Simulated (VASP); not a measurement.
Here is a VASP 6.6.1 calculation.

The input INCAR:

```
PREC = Accurate
ENCUT = 520
EDIFF = 1E-6
ISMEAR = 0
SIGMA = 0.1
LREAL = F
LASPH = T
NELM = 80
ALGO = Normal
ISIF = 2
LWAVE = F
LCHARG = F
GGA = PE
NBANDS = 32
```

File KPOINTS:

```
Automatic mesh
0
Gamma
  6 6 6
```

POSCAR

```
InPt3C
1.0
    4.1418570494      0.0000000000      0.0000000000
    0.0000000000      4.1418570494      0.0000000000
    0.0000000000      0.0000000000      4.1418570494
In Pt C
1 3 1
Direct
    0.0000000000      0.0000000000      0.0000000000
    0.5000000000      0.0000000000      0.5000000000
    0.5000000000      0.5000000000      0.0000000000
    0.0000000000      0.5000000000      0.5000000000
    0.5000000000      0.5000000000      0.5000000000
```

Potentials or basis: VASP PAW PBE potentials, release 64 (In_d, Pt, C).

Command:

```console
$ cat potpaw_PBE.64/In_d/POTCAR potpaw_PBE.64/Pt/POTCAR potpaw_PBE.64/C/POTCAR > POTCAR
$ mpirun -np 1 vasp_std > vasp.out
```

Task: Predict the pressure.

Result: 18.6 GPa.
